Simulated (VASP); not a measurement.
WC, 2 atoms in the cell. It takes space group P-6m2 (No. 187, hexagonal). The conventional cell has a = 2.882 Å, b = 2.882 Å, c = 2.824 Å, α = 90.00°, β = 90.00°, γ = 120.00°. Within 2.9 Å of W (site symmetry -6m2) lie 6 C at 2.18 Å and 8 W at 2.82 to 2.88 Å. Within 2.9 Å of C (site symmetry -6m2) lie 6 W at 2.18 Å and 8 C at 2.82 to 2.88 Å. 

- Program: VASP 6.6.1
- Task: relaxation of cell and atoms
- Functional: LDA
- Potentials or basis: VASP PAW LDA potentials, release 64 (W_sv, C)
- Cutoff: 600 eV
- k mesh: 24 × 24 × 20
- Occupations: gaussian, width 0.1 eV
- Spin: no spin polarisation
- Dipole correction: no
- Further INCAR settings: ALGO = Normal; EDIFF = 1e-07; IBRION = 2; EDIFFG = -0.002; NSW = 100; ISIF = 3

Potentials or basis: VASP PAW LDA potentials, release 64 (W_sv, C).

Run with:

```sh
$ cat potpaw_LDA.64/W_sv/POTCAR potpaw_LDA.64/C/POTCAR > POTCAR
$ mpirun -np 1 vasp_std > vasp.out
```

Hardware: 1 thread of AMD EPYC 9R45 96-Core Processor (Zen 5), with other jobs on the host.

Question: How long does it take, and how much memory?

Answer: Wall time 3.8 min on 1 thread of AMD EPYC 9R45 96-Core Processor (Zen 5), on a shared host, peak memory 0.31 GiB. Counts: scf iterations 41, k points 671, ion steps 5.
